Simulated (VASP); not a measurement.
A run of VASP 6.6.1:

The input INCAR:

```
PREC = Accurate
ENCUT = 520
EDIFF = 1E-7
ISMEAR = 0
SIGMA = 0.1
LREAL = F
LASPH = T
NELM = 80
ALGO = Normal
ISIF = 2
LWAVE = F
LCHARG = F
GGA = PE
NBANDS = 21
```

KPOINTS

```
regular mesh
0
Gamma
  10 10 12
```

Contents of POSCAR:

```
MgBe2S3
1.0
    2.1940845450     -7.3730174804      0.0000000000
    2.1940845450      7.3730174804      0.0000000000
    0.0000000000      0.0000000000      3.1307747886
Mg Be S
1 2 3
Direct
    0.0000000000      0.0000000000      0.0000000000
    0.5000000000      0.0000000000      0.5000000000
    0.0000000000      0.5000000000      0.5000000000
    0.8224612243      0.1775387757      0.0000000000
    0.1775387757      0.8224612243      0.0000000000
    0.5000000000      0.5000000000      0.5000000000
```

Potentials or basis: VASP PAW PBE potentials, release 64 (Mg, Be, S).

Command:

```sh
$ cat potpaw_PBE.64/Mg/POTCAR potpaw_PBE.64/Be/POTCAR potpaw_PBE.64/S/POTCAR > POTCAR
$ mpirun -np 1 vasp_std > vasp.out
```

Hardware: 1 thread of Intel Xeon 6975P-C (shared host).

Question: How long does it take, and how much memory?

Answer: Wall time 10 min on 1 thread of Intel Xeon 6975P-C (shared host), peak memory 0.6 GiB. Counts: scf iterations 16, k points 217.
